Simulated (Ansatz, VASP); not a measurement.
## One calculation of KI, two programs

INCAR

```
SYSTEM = KI
  PREC = Accurate
  ENCUT = 520
  EDIFF = 1E-6
  ISMEAR = -1
  SIGMA = 0.05
  LREAL = .False.
  LASPH = .True.
  NELM = 100
  ALGO = Normal
  ISIF = 2
  LWAVE = .False.
  LCHARG = .False.
  GGA = PS
  NBANDS = 15
```

Contents of KPOINTS:

```
Automatic mesh
0
Gamma
  6 6 6
  0 0 0
```

POSCAR

```
KI
1.0
    0.0000000000      3.4974472500      3.5327750000
    3.4974472500      0.0000000000      3.5327750000
    3.4974472500      3.4974472500      0.0000000000
I K
1 1
Direct
    0.5000000000      0.5000000000      0.5000000000
    0.0000000000      0.0000000000      0.0000000000
```

input.yaml

```yaml
crystal:
  lattice:
    - [0.0, 3.49744725, 3.532775]
    - [3.49744725, 0.0, 3.532775]
    - [3.49744725, 3.49744725, 0.0]
  atoms:
    - { symbol: I, position: [0.5, 0.5, 0.5] }
    - { symbol: K, position: [0.0, 0.0, 0.0] }
hamiltonian:
  xc: pbesol
  pseudopotentials: { kind: paw }
kpoints:
  mp_grid: { grid: [6, 6, 6] }
  band_path:
    path:
      - [[0.0, 0.0, 0.0], [-0.5, 0.0, -0.5], [-0.5, -0.245025, -0.745025], [-0.3725125, -0.3725125, -0.745025], [0.0, 0.0, 0.0], [0.5, 0.5, 0.0], [0.3725125, 0.3725125, -0.254975], [0.0, 0.0, -0.5], [-0.25, 0.25, -0.5], [0.245025, 0.5, -0.254975], [0.5, 0.5, 0.0]]
      - [[-0.5, 0.0, -0.5], [-0.25, 0.25, -0.5]]
    npoints: 14
scf:
  occupations: { method: fermi_dirac, width: 0.05 }
  n_extra_bands: 6
output:
  forces: true
  stress: true
  eigenvalues: true
  fatbands: false
  write_density: true
  write_potential: true
  elf: true
  volumetric_format: npy
```

Alike in both runs: functional PBEsol; k mesh 6 × 6 × 6; occupations fermi-dirac, width 0.05 eV; no spin polarisation.

|  | VASP | Ansatz |
| --- | --- | --- |
| version | VASP 6.6.1 | Ansatz 0.2.0 |
| potentials or method | VASP PAW PBE potentials, release 64 (I, K_sv) | Ansatz PAW |
| plane-wave cutoff (eV) | 520 | 420 |
| valence electrons in the cell | 16 | 26 |
| task | single point | band structure |

Ansatz gave:

| Item | Value |
| --- | --- |
| gap on the k mesh at the Fermi level (eV) | 3.86 |
| least direct gap on the mesh (eV) | 3.86 |
| pressure (GPa) | -0.1 |
| traceless stress, the component that is largest in VASP (GPa) | -0.17 |

Which values does VASP return?

gap on the k mesh at the Fermi level (eV): 3.85; least direct gap on the mesh (eV): 3.85; pressure (GPa): 0.0; traceless stress, the component that is largest in VASP (GPa): -0.17.

VASP's potentials were made for PBE, not for PBEsol. The functional is the same, so the differences come from potentials, cutoffs and numerics. VASP's potentials hold 16 valence electrons a cell and Ansatz's 26, so a difference there can come from the potentials and not from the codes.

Spin-orbit coupling is off throughout.
